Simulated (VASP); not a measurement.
A run of VASP 6.6.1 is set up as follows.

INCAR

```
PREC     = Accurate       # precision mode
ENCUT    = 520            # plane-wave cutoff, eV
EDIFF    = 1E-6           # SCF threshold, eV
ISMEAR   = -1             # smearing method
SIGMA    = 0.05           # smearing width, eV
LREAL    = F              # projectors in reciprocal space
LASPH    = T              # aspherical terms in the spheres
NELM     = 60             # most SCF steps
ALGO     = Normal         # electronic algorithm
ISIF     = 2              # what is computed and relaxed
LWAVE    = F              # write WAVECAR
LCHARG   = T              # write CHGCAR
LELF     = T              # ELF
LVHAR    = T            
NBANDS   = 13             # bands
```

File KPOINTS:

```
Automatic mesh
0
Gamma
  18 18 18
```

File POSCAR:

```
Sn
1.0
   -1.4585392762      1.4585392762      1.4585392762
    1.4585392762     -1.4585392762      1.4585392762
    1.4585392762      1.4585392762     -1.4585392762
Sn
1
Direct
    0.0000000000      0.0000000000      0.0000000000
```

Potentials or basis: VASP PAW LDA potentials, release 64 (Sn_d).

Launch:

```bash
$ cat potpaw_LDA.64/Sn_d/POTCAR > POTCAR
$ mpirun -np 1 vasp_std > vasp.out
```

Q: What does it give for the band gap on the k mesh?

A: Zero (band 7 reaches 34.21 eV, above the bottom of band 8 at 17.18 eV).

Q: Estimate the pressure.

A: 246.4 GPa.

Caveat: the cell differs from its parent crystal (volume scaled by 0.486, to set the pressure); spin-orbit coupling is left out, which moves the levels of the heavy elements.
